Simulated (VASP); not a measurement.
Write the native input for VASP 6.6.1 that does the following.

```yaml
Task: relaxation of the atoms
Functional: PBEsol
Potentials_or_basis: VASP PAW PBE potentials, release 64 (Li_sv, H)
Cutoff: 520 eV
k_mesh: 3 × 3 × 3
Occupations: gaussian, width 0.15 eV
Spin: no spin polarisation
Dipole_correction: no
Further_INCAR_settings: LREAL = Auto; ALGO = Normal; EDIFF = 1e-07; IBRION = 2; EDIFFG = -0.03; NSW = 80
```

The structure of Li16H (a cell with a defect) lies in POSCAR:

```
Li16H
1.0
    6.9800000000      0.0000000000      0.0000000000
    0.0000000000      6.9800000000      0.0000000000
    0.0000000000      0.0000000000      6.9800000000
Li H
16 1
Direct
    0.0000000000      0.0000000000      0.0000000000
    0.5000000000      0.0000000000      0.0000000000
    0.0000000000      0.5000000000      0.0000000000
    0.0000000000      0.0000000000      0.5000000000
    0.2500000000      0.2500000000      0.2500000000
    0.5000000000      0.5000000000      0.0000000000
    0.5000000000      0.0000000000      0.5000000000
    0.7500000000      0.2500000000      0.2500000000
    0.0000000000      0.5000000000      0.5000000000
    0.2500000000      0.7500000000      0.2500000000
    0.2500000000      0.2500000000      0.7500000000
    0.5000000000      0.5000000000      0.5000000000
    0.7500000000      0.7500000000      0.2500000000
    0.7500000000      0.2500000000      0.7500000000
    0.2500000000      0.7500000000      0.7500000000
    0.7500000000      0.7500000000      0.7500000000
    0.2470746000      0.8650299000      0.0003458000
```

These files were run (other wordings do the same):

INCAR

```
SYSTEM = Li16H
PREC = Accurate
ENCUT = 520
EDIFF = 1E-7
ISMEAR = 0
SIGMA = 0.15
LREAL = Auto
LASPH = .TRUE.
NELM = 100
ALGO = Normal
ISIF = 2
LWAVE = .FALSE.
LCHARG = .FALSE.
GGA = PS
IBRION = 2
NSW = 80
EDIFFG = -0.03
```

KPOINTS

```
regular mesh
0
G
  3 3 3
  0 0 0
```

Potentials or basis: VASP PAW PBE potentials, release 64 (Li_sv, H).

Run with:

```bash
$ cat potpaw_PBE.64/Li_sv/POTCAR potpaw_PBE.64/H/POTCAR > POTCAR
$ mpirun -np 1 vasp_std > vasp.out
```

Results of the run:

```
Energy gained by relaxing    : 2.9 meV/atom
Ionic steps                  : 7
Largest force after relaxing : 0.023 eV/Å
```

Caveat: the PAW data sets were made with another functional, which shifts forces and pressure a little.

It took 18 min on 1 thread of Intel(R) Xeon(R) Platinum 8259CL CPU @ 2.50GHz (Skylake/Cascade Lake) (shared host), peak memory 0.45 GiB.
